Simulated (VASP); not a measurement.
# ZnF2 (P4_2/mnm) in VASP: further runs

ZnF2 is run at these levels: PBE, LDA; tasks: single point.

All numbers are computed with VASP 6.6.1; they aren't measurements. Logs are shortened: lines on timing, memory, paths and dates and some standing lists are left out, and cuts for length are marked.

### Step 1. The cell of the first run

Symmetry: P4_2/mnm, No. 136, tetragonal system. The conventional cell has a = 4.752 Å, b = 4.752 Å, c = 3.166 Å, α = 90.00°, β = 90.00°, γ = 90.00°. Within 2.7 Å of Zn (site symmetry mmm) lie 6 F at 2.04 to 2.06 Å. F (site symmetry m2m) has 3 Zn at 2.04 to 2.06 Å and 1 F at 2.64 Å within 2.7 Å.

### Step 2. Single point, PBE

Contents of INCAR:

```
  PREC = Accurate
  ENCUT = 600
  EDIFF = 1E-6
  ISMEAR = -1
  SIGMA = 0.1
  LREAL = False
  LASPH = True
  NELM = 120
  ALGO = Normal
  ISIF = 2
  LWAVE = False
  LCHARG = True
  GGA = PE
  LELF = True
  LVHAR = True
  NBANDS = 35
  GGA_COMPAT = False
```

Contents of KPOINTS:

```
Automatic mesh
0
Gamma
  4 4 6
```

Contents of POSCAR:

```
ZnF2
1.0
    4.7521750000      0.0000000000      0.0000000000
    0.0000000000      4.7521750000      0.0000000000
    0.0000000000      0.0000000000      3.1658270000
Zn F
2 4
Direct
    0.0000000000      0.0000000000      0.0000000000
    0.5000000000      0.5000000000      0.5000000000
    0.3035000000      0.3035000000      0.0000000000
    0.1965000000      0.8035000000      0.5000000000
    0.6965000000      0.6965000000      0.0000000000
    0.8035000000      0.1965000000      0.5000000000
```

Potentials or basis: VASP PAW PBE potentials, release 64 (Zn, F).

Launch:

```sh
$ cat potpaw_PBE.64/Zn/POTCAR potpaw_PBE.64/F/POTCAR > POTCAR
$ mpirun -np 1 vasp_std > vasp.out
```

OUTCAR:

```text
PREC = Accurate
   ENCUT = 600
   EDIFF = 1E-6
   ISMEAR = -1
   LREAL = False
   LASPH = True
   NELM = 120
   ISIF = 2
   GGA = PE

 ion  position               nearest neighbor table
   1  0.000  0.000  0.000-   3 2.04   5 2.04   4 2.06   6 2.06   4 2.06   6 2.06
   2  0.500  0.500  0.500-   4 2.04   6 2.04   5 2.06   3 2.06   3 2.06   5 2.06
   3  0.303  0.303  0.000-   1 2.04   2 2.06   2 2.06
   4  0.197  0.803  0.500-   2 2.04   1 2.06   1 2.06
   5  0.697  0.697  0.000-   1 2.04   2 2.06   2 2.06
   6  0.803  0.197  0.500-   2 2.04   1 2.06   1 2.06

  LATTYP: Found a simple tetragonal cell.
 ALAT       =     4.7521750000
 C/A-ratio  =     0.6661848522

  Lattice vectors:

 A1 = (   4.7521750000,   0.0000000000,   0.0000000000)
 A2 = (   0.0000000000,   4.7521750000,   0.0000000000)
 A3 = (   0.0000000000,   0.0000000000,   3.1658270000)

Analysis of symmetry for initial positions (statically):
=====================================================================
 Subroutine PRICEL returns:
 Original cell was already a primitive cell.

 Routine SETGRP: Setting up the symmetry group for a
 simple tetragonal supercell.

 Subroutine GETGRP returns: Found 16 space group operations
 (whereof  8 operations were pure point group operations)
 out of a pool of 16 trial point group operations.

The static configuration has the point symmetry D_2h.
 The point group associated with its full space group is D_4h.

Analysis of symmetry for dynamics (positions and initial velocities):
=====================================================================
 Subroutine PRICEL returns:
 Original cell was already a primitive cell.

 Routine SETGRP: Setting up the symmetry group for a
 simple tetragonal supercell.

 Subroutine GETGRP returns: Found 16 space group operations
 (whereof  8 operations were pure point group operations)
 out of a pool of 16 trial point group operations.

The dynamic configuration has the point symmetry D_2h.
 The point group associated with its full space group is D_4h.

 Subroutine INISYM returns: Found 16 space group operations
 (whereof  8 operations are pure point group operations),
 and found     1 'primitive' translations

----------------------------------------------------------------------------------------

                                     Primitive cell

  volume of cell :      71.4944

  direct lattice vectors                    reciprocal lattice vectors
     4.752175000  0.000000000  0.000000000     0.210429961  0.000000000  0.000000000
     0.000000000  4.752175000  0.000000000     0.000000000  0.210429961  0.000000000
     0.000000000  0.000000000  3.165827000     0.000000000  0.000000000  0.315873230

  length of vectors
     4.752175000  4.752175000  3.165827000     0.210429961  0.210429961  0.315873230

  position of ions in fractional coordinates (direct lattice)
     0.000000000  0.000000000  0.000000000
     0.500000000  0.500000000  0.500000000
     0.303500000  0.303500000  0.000000000
     0.196500000  0.803500000  0.500000000
     0.696500000  0.696500000  0.000000000
     0.803500000  0.196500000  0.500000000

  ion indices of the primitive-cell ions
   primitive index   ion index
                 1           1
                 2           2
                 3           3
                 4           4
                 5           5
                 6           6

----------------------------------------------------------------------------------------

 KPOINTS: Automatic mesh

Automatic generation of k-mesh.
 Grid dimensions read from file:
 generate k-points for:    4    4    6

 Generating k-lattice:

  Cartesian coordinates                     Fractional coordinates (reciprocal lattice)
     0.052607490  0.000000000  0.000000000     0.250000000  0.000000000  0.000000000
     0.000000000  0.052607490  0.000000000     0.000000000  0.250000000  0.000000000
     0.000000000  0.000000000  0.052645538     0.000000000  0.000000000  0.166666667

  Length of vectors
     0.052607490  0.052607490  0.052645538

  Shift w.r.t. Gamma in fractional coordinates (k-lattice)
     0.000000000  0.000000000  0.000000000

 Subroutine IBZKPT returns following result:
 ===========================================

 Found     24 irreducible k-points:

 Following reciprocal coordinates:
            Coordinates               Weight
  0.000000  0.000000  0.000000      1.000000
  0.250000  0.000000  0.000000      4.000000
  0.500000  0.000000  0.000000      2.000000
  0.250000  0.250000  0.000000      4.000000
  0.500000  0.250000  0.000000      4.000000
  0.500000  0.500000  0.000000      1.000000
[... 16 lines left out ...]
  0.500000  0.250000  0.500000      4.000000
  0.500000  0.500000  0.500000      1.000000
   k-points           NKPTS =     24   k-points in BZ     NKDIM =     24   number of bands    NBANDS=     35
   number of dos      NEDOS =    301   number of ions     NIONS =      6
   total plane-waves  NPLWV =  44800
   dimension x,y,z NGX =    40 NGY =   40 NGZ =   28
   dimension x,y,z NGXF=    80 NGYF=   80 NGZF=   56
   ions per type =               2   4
   NGX,Y,Z   is equivalent  to a cutoff of  13.99, 13.99, 14.70 a.u.
   NGXF,Y,Z  is equivalent  to a cutoff of  27.99, 27.99, 29.41 a.u.
 SYSTEM =  unknown system
   PREC   = accura    normal or accurate (medium, high low for compatibility)
   ISTART =      0    job   : 0-new  1-cont  2-samecut
   ICHARG =      2    charge: 1-file 2-atom 10-const
   ISPIN  =      1    spin polarized calculation?
   LNONCOLLINEAR =      F non collinear calculations
   LSORBIT =      F    spin-orbit coupling
   LASPH  =      T    aspherical Exc in radial PAW
   ENCUT  =  600.0 eV  44.10 Ry    6.64 a.u.   9.49  9.49  6.32*2*pi/ulx,y,z
   NELM   =    120;   NELMIN=  2; NELMDL= -5     # of ELM steps
   EDIFF  = 0.1E-05   stopping-criterion for ELM
   LREAL  =      F    real-space projection
   EDIFFG = 0.1E-04   stopping-criterion for IOM
   NSW    =      0    number of steps for IOM
   IBRION =     -1    ionic relax: 0-MD 1-quasi-New 2-CG
   NFREE  =      0    steps in history (QN), initial steepest desc. (CG)
   ISIF   =      2    stress and relaxation
   ISYM   =      2    0-nonsym 1-usesym 2-fastsym
   POTIM  = 0.5000    time-step for ionic-motion
   TEBEG  =    0.0;   TEEND  =   0.0 temperature during run
   PSTRESS=    0.0 pullay stress
   NELECT =      52.0000    total number of electrons
   NUPDOWN=      -1.0000    fix difference up-down
   EMIN   =  10.00;   EMAX   =-10.00  energy-range for DOS
   EFERMI =   0.00;   METHOD = LEGACY
   ISMEAR =    -1;   SIGMA  =   0.10  broadening in eV -4-tet -1-fermi 0-gaus
   EFERMI_NEDOS =   21; number of points for ismear=-14 and -15
   IALGO  =     38    algorithm
   IMIX   =      4    mixing-type and parameters
     AMIX     =   0.40;   BMIX     =  1.00
     AMIX_MAG =   1.60;   BMIX_MAG =  1.00
  volume/ion in A,a.u.               =      11.92        80.41
  Fermi-wavevector in a.u.,A,eV,Ry     =   1.472263  2.782173 29.491404  2.167557
  Thomas-Fermi vector in A             =   2.587298
   LORBIT       =      0    0 simple, 1 ext, 2 COOP (PROOUT), +10 PAW based schemes
   GGA     = PE    functional components
   LHFCALC =     F    Hartree Fock is set to
   AEXX    =    0.0000 exact exchange contribution
   IVDW    =     0    specifies the selected vdW correction
   LEPSILON=     F    determine dielectric tensor
   LRPA    =     F    only Hartree local field effects (RPA)
 non-spin polarized calculation
  energy-cutoff  :      600.00
  volume of cell :       71.49
 maximum number of plane-waves:      2408
 NGX is ok and might be reduce to    40
   NGX = 19   NGY = 19   NGZ = 13

 number of electron      51.9999990 magnetization

 Free energy of the ion-electron system (eV)
  ---------------------------------------------------
  ext. energy  EPLUGINS =         0.00000000
  ---------------------------------------------------
  free energy    TOTEN  =       -23.23205471 eV

  energy without entropy =      -23.23205470  energy(sigma->0) =      -23.23205471

 E-fermi :   0.4275     XC(G=0): -10.1168

 val. band max:       -1.4507105098   @ k =   0.0000   0.0000   0.0000
 cond. band min:       2.0049835011   @ k =   0.0000   0.0000   0.0000
 fundamental gap:      3.4556940108
 Fermi energy:         0.4275235214

 k-point     1 :       0.0000    0.0000    0.0000
  band No.  band energies     occupation
      1     -23.0681      2.00000
      2     -22.3485      2.00000
      3     -22.3485      2.00000
      4     -22.3165      2.00000
      5      -7.4008      2.00000
      6      -6.5829      2.00000
[... 27 lines left out ...]
     34      13.3976      0.00000
     35      13.4698      0.00000

 k-point     2 :       0.2500    0.0000    0.0000
  band No.  band energies     occupation
      1     -22.9809      2.00000
      2     -22.5071      2.00000
      3     -22.3305      2.00000
      4     -22.2732      2.00000
      5      -7.1188      2.00000
      6      -6.4915      2.00000
[... 27 lines left out ...]
     34      14.1577      0.00000
     35      14.4711      0.00000

 k-point     3 :       0.5000    0.0000    0.0000
  band No.  band energies     occupation
      1     -22.7592      2.00000
      2     -22.7592      2.00000
      3     -22.2917      2.00000
      4     -22.2917      2.00000
      5      -6.5336      2.00000
      6      -6.5336      2.00000
[... 27 lines left out ...]
     34      14.1397      0.00000
     35      15.0022      0.00000

 k-point     4 :       0.2500    0.2500    0.0000
  band No.  band energies     occupation
      1     -22.9055      2.00000
      2     -22.5439      2.00000
      3     -22.3684      2.00000
      4     -22.2818      2.00000
      5      -7.0634      2.00000
      6      -6.4452      2.00000
[... 27 lines left out ...]
     34      13.5843      0.00000
     35      14.4131      0.00000

 k-point     5 :       0.5000    0.2500    0.0000
  band No.  band energies     occupation
      1     -22.7195      2.00000
      2     -22.7195      2.00000
      3     -22.3342      2.00000
      4     -22.3342      2.00000
      5      -6.7974      2.00000
      6      -6.7974      2.00000
[... 638 lines left out ...]
 k-point    22 :       0.2500    0.2500    0.5000
  band No.  band energies     occupation
      1     -22.5289      2.00000
      2     -22.5003      2.00000
      3     -22.3522      2.00000
      4     -22.3219      2.00000
      5      -6.5133      2.00000
      6      -6.2539      2.00000
[... 27 lines left out ...]
     34      12.8187      0.00000
     35      13.5190      0.00000

 k-point    23 :       0.5000    0.2500    0.5000
  band No.  band energies     occupation
      1     -22.5041      2.00000
      2     -22.5041      2.00000
      3     -22.3462      2.00000
      4     -22.3462      2.00000
      5      -6.5345      2.00000
      6      -6.5345      2.00000
[... 27 lines left out ...]
     34      11.9979      0.00000
     35      14.6414      0.00000

 k-point    24 :       0.5000    0.5000    0.5000
  band No.  band energies     occupation
      1     -22.5094      2.00000
      2     -22.5094      2.00000
      3     -22.3383      2.00000
      4     -22.3383      2.00000
      5      -6.6745      2.00000
      6      -6.6745      2.00000
[... 27 lines left out ...]
     34      11.1396      0.00000
     35      15.6091      0.00000

------------------------ aborting loop because EDIFF is reached ----------------------------------------

  FORCE on cell =-STRESS in cart. coord.  units (eV):
  Direction    XX          YY          ZZ          XY          YZ          ZX
  --------------------------------------------------------------------------------------
  -------------------------------------------------------------------------------------
  Total        1.2324345      1.2324345      1.3261919      0.0000000      0.0000000      0.0000000
  in kB       27.6186463     27.6186463     29.7197351      0.0000000      0.0000000      0.0000000
  external PRESSURE =      28.3190092 kB  Pullay stress =       0.0000000 kB

 VOLUME and BASIS-vectors are now :
 -----------------------------------------------------------------------------
  energy-cutoff  :      600.00
  volume of cell :       71.49
      direct lattice vectors                 reciprocal lattice vectors
     4.752175000  0.000000000  0.000000000     0.210429961  0.000000000  0.000000000
     0.000000000  4.752175000  0.000000000     0.000000000  0.210429961  0.000000000
     0.000000000  0.000000000  3.165827000     0.000000000  0.000000000  0.315873230

 POSITION                                       TOTAL-FORCE (eV/Angst)
 -----------------------------------------------------------------------------------
      0.00000      0.00000      0.00000         0.000000     -0.000000      0.000000
      2.37609      2.37609      1.58291         0.000000     -0.000000      0.000000
      1.44229      1.44229      0.00000        -0.003048     -0.003048      0.000000
      0.93380      3.81837      1.58291         0.003048     -0.003048      0.000000
      3.30989      3.30989      0.00000         0.003048      0.003048      0.000000
      3.81837      0.93380      1.58291        -0.003048      0.003048      0.000000
 -----------------------------------------------------------------------------------
    total drift:                                0.000000     -0.000000     -0.000000

  FREE ENERGIE OF THE ION-ELECTRON SYSTEM (eV)
  ---------------------------------------------------
  free  energy   TOTEN  =       -23.2320547113 eV

  energy  without entropy=      -23.2320547000  energy(sigma->0) =      -23.23205471
```

Wall time 72 s (1 thread of AMD EPYC 7R43 (Zen 3), shared host); peak memory 0.19 GiB.

What came out:

```yaml
Free_energy: -23.2321 eV
Pressure: 2.8 GPa
Largest_force: 0.004 eV/Å
Band_gap_on_the_k_mesh: 3.46 eV, direct
```

Forces in eV/Å, atoms in the order of the input:
```
Zn   0.000  0.000  0.000
Zn   0.000  0.000  0.000
F   -0.003 -0.003  0.000
F    0.003 -0.003  0.000
F    0.003  0.003  0.000
F   -0.003  0.003  0.000
```

Stress tensor (GPa, compression positive):
```
2.76 0.00 0.00
0.00 2.76 0.00
0.00 0.00 2.97
```

Expect the measured gap to be larger: semilocal functionals such as PBE lack the derivative discontinuity.

### Step 3. Single point, PBE

Contents of INCAR:

```
SYSTEM = ZnF2
PREC = Accurate ; ENCUT = 600
EDIFF = 1E-6 ; ISMEAR = 1
SIGMA = 0.15 ; LREAL = .False.
LASPH = .True. ; NELM = 120
ALGO = Normal ; ISIF = 2
LWAVE = .False. ; LCHARG = .False.
GGA = PE ; NBANDS = 35
GGA_COMPAT = .False.
```

Contents of KPOINTS:

```
Automatic mesh
0
Gamma
  4 4 6
  0 0 0
```

POSCAR is that of step 2.

Potentials or basis: VASP PAW PBE potentials, release 64 (Zn, F).

Launch:

```sh
$ cat potpaw_PBE.64/Zn/POTCAR potpaw_PBE.64/F/POTCAR > POTCAR
$ mpirun -np 1 vasp_std > vasp.out
```

OUTCAR:

```text
SYSTEM = ZnF2
   PREC = Accurate
   ENCUT = 600
   EDIFF = 1E-6
   ISMEAR = 1
   LREAL = .False.
   LASPH = .True.
   NELM = 120
   ISIF = 2
   GGA = PE

 ion  position               nearest neighbor table
   1  0.000  0.000  0.000-   3 2.04   5 2.04   4 2.06   6 2.06   4 2.06   6 2.06
   2  0.500  0.500  0.500-   4 2.04   6 2.04   5 2.06   3 2.06   3 2.06   5 2.06
   3  0.303  0.303  0.000-   1 2.04   2 2.06   2 2.06
   4  0.197  0.803  0.500-   2 2.04   1 2.06   1 2.06
   5  0.697  0.697  0.000-   1 2.04   2 2.06   2 2.06
   6  0.803  0.197  0.500-   2 2.04   1 2.06   1 2.06

  LATTYP: Found a simple tetragonal cell.
 ALAT       =     4.7521750000
 C/A-ratio  =     0.6661848522

  Lattice vectors:

 A1 = (   4.7521750000,   0.0000000000,   0.0000000000)
 A2 = (   0.0000000000,   4.7521750000,   0.0000000000)
 A3 = (   0.0000000000,   0.0000000000,   3.1658270000)

Analysis of symmetry for initial positions (statically):
=====================================================================
 Subroutine PRICEL returns:
 Original cell was already a primitive cell.
[... 183 lines left out ...]
 cond. band min:       2.0049008978   @ k =   0.0000   0.0000   0.0000
 fundamental gap:      3.4560394590
 Fermi energy:        -1.4174415178

 k-point     1 :       0.0000    0.0000    0.0000
  band No.  band energies     occupation
      1     -23.0682      2.00000
      2     -22.3485      2.00000
      3     -22.3485      2.00000
      4     -22.3166      2.00000
      5      -7.4011      2.00000
      6      -6.5833      2.00000
[... 901 lines left out ...]
     34      11.1396      0.00000
     35      15.6090      0.00000

------------------------ aborting loop because EDIFF is reached ----------------------------------------

  FORCE on cell =-STRESS in cart. coord.  units (eV):
  Direction    XX          YY          ZZ          XY          YZ          ZX
  --------------------------------------------------------------------------------------
  -------------------------------------------------------------------------------------
  Total        1.2286265      1.2286265      1.3258326     -0.0000000      0.0000000      0.0000000
  in kB       27.5333109     27.5333109     29.7116831     -0.0000000      0.0000000      0.0000000
  external PRESSURE =      28.2594349 kB  Pullay stress =       0.0000000 kB

 VOLUME and BASIS-vectors are now :
 -----------------------------------------------------------------------------
  energy-cutoff  :      600.00
  volume of cell :       71.49
      direct lattice vectors                 reciprocal lattice vectors
     4.752175000  0.000000000  0.000000000     0.210429961  0.000000000  0.000000000
     0.000000000  4.752175000  0.000000000     0.000000000  0.210429961  0.000000000
     0.000000000  0.000000000  3.165827000     0.000000000  0.000000000  0.315873230

 POSITION                                       TOTAL-FORCE (eV/Angst)
 -----------------------------------------------------------------------------------
      0.00000      0.00000      0.00000        -0.000000      0.000000      0.000000
      2.37609      2.37609      1.58291        -0.000000      0.000000      0.000000
      1.44229      1.44229      0.00000        -0.004399     -0.004399     -0.000000
      0.93380      3.81837      1.58291         0.004399     -0.004399     -0.000000
      3.30989      3.30989      0.00000         0.004399      0.004399      0.000000
      3.81837      0.93380      1.58291        -0.004399      0.004399      0.000000
 -----------------------------------------------------------------------------------
    total drift:                                0.000000     -0.000000     -0.000000

  FREE ENERGIE OF THE ION-ELECTRON SYSTEM (eV)
  ---------------------------------------------------
  free  energy   TOTEN  =       -23.2287563840 eV

  energy  without entropy=      -23.2353638394  energy(sigma->0) =      -23.23095887
```

Run time: 68 s. Hardware: 1 thread of AMD EPYC 7R43 (Zen 3), shared host; peak memory 0.19 GiB.

Results:

```yaml
Free_energy: -23.2288 eV
Pressure: 2.8 GPa
Largest_force: 0.006 eV/Å
Band_gap_on_the_k_mesh: 3.46 eV, direct
```

Forces on the atoms (eV/Å):
```
Zn   0.000  0.000  0.000
Zn   0.000  0.000  0.000
F   -0.004 -0.004  0.000
F    0.004 -0.004  0.000
F    0.004  0.004  0.000
F   -0.004  0.004  0.000
```

Stress tensor (GPa, compression positive):
```
2.75 0.00 0.00
0.00 2.75 0.00
0.00 0.00 2.97
```

Levels at points of the mesh, in eV from the valence-band top:
```csv
k point,band 24,band 25,band 26,band 27,band 28,band 29
"(0.00, 0.00, 0.00)",-0.31,-0.31,0.00,3.46,9.16,9.65
"(0.50, 0.00, 0.00)",-0.60,-0.38,-0.38,6.02,6.02,10.53
"(0.50, 0.50, 0.00)",-1.14,-0.32,-0.32,6.90,6.90,9.17
"(0.00, 0.00, 0.50)",-1.26,-1.19,-1.19,8.12,8.12,11.82
"(0.50, 0.00, 0.50)",-1.22,-0.04,-0.04,8.60,8.60,10.30
"(0.50, 0.50, 0.50)",-1.19,-0.76,-0.76,7.95,7.95,11.50
```

Expect the measured gap to be larger: semilocal functionals such as PBE lack the derivative discontinuity.

(Continued in part 2 of 2.)
